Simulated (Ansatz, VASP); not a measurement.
SbMo: VASP beside Ansatz

```
Mo Sb
1.0
     4.64377    0.00000    0.00000
    -2.32188    4.02162    0.00000
     0.00000    0.00000    5.45412
Mo Sb
2 2
Direct
  0.33333 0.66667 0.93801
  0.66667 0.33333 0.43801
  0.33333 0.66667 0.43799
  0.66667 0.33333 0.93799
```

Alike in both runs: functional PBE; k mesh 9 × 9 × 5; occupations fermi-dirac, width 0.05 eV; no spin polarisation.

Ansatz relaxed the structure, and its values are those at the end. VASP's run is a single point on that final structure, the one shown.

|  | VASP | Ansatz |
| --- | --- | --- |
| version | VASP 6.6.1 | Ansatz 0.2.0 |
| potentials or method | VASP PAW PBE potentials, release 64 (Mo_sv, Sb) | PAW with Ansatz's default frozen-core files, scalar-relativistic |
| plane-wave cutoff (eV) | 520 | 420 |
| valence electrons in the cell | 38 | 58 |

```csv
,VASP,Ansatz,Ansatz less VASP
pressure (GPa),-0.1,0.0,+0.06
```

With one functional, cell and mesh, what is left measures potentials, basis and numerics. VASP's potentials hold 38 valence electrons a cell and Ansatz's 58, so a difference there can come from the potentials and not from the codes.

Neither program's run includes spin-orbit coupling.
